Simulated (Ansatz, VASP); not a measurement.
## Two plane-wave programs on Ni

```xyz
2
Lattice="0.0000 2.4323 2.4323 2.4323 0.0000 2.4323 2.4323 2.4323 0.0000" Properties=species:S:1:pos:R:3 pbc="T T T"
Ni    0.0000    0.0000    0.0000
Ni    2.4323    2.4323    2.4323
```

Alike in both runs: task single point; functional revPBE; k mesh 13 × 13 × 13; occupations fermi-dirac, width 0.05 eV; collinear spin.

|  | VASP | Ansatz |
| --- | --- | --- |
| version | VASP 6.6.1 | Ansatz 0.2.0 |
| potentials or method | VASP PAW PBE potentials, release 64 (Ni), cutoff 520 eV | plane waves (420 eV) with PAW, scalar-relativistic |
| valence electrons in the cell | 20 | 36 |

Ansatz gave:

- pressure (GPa): -9.9
- net moment per atom (μB): 0.81
- size of the moment on the site where the two differ most (μB): 0.84

Q: Estimate VASP's values.

A: Pressure (GPa): -9.7; net moment per atom (μB): 0.78; size of the moment on the site where the two differ most (μB): 0.80.

VASP's potentials were made for PBE, not for revPBE. Site moments also hang on the region over which each program counts them. The functional is the same, so the differences come from potentials, cutoffs and numerics. VASP's potentials hold 20 valence electrons a cell and Ansatz's 36, so a difference there can come from the potentials and not from the codes.
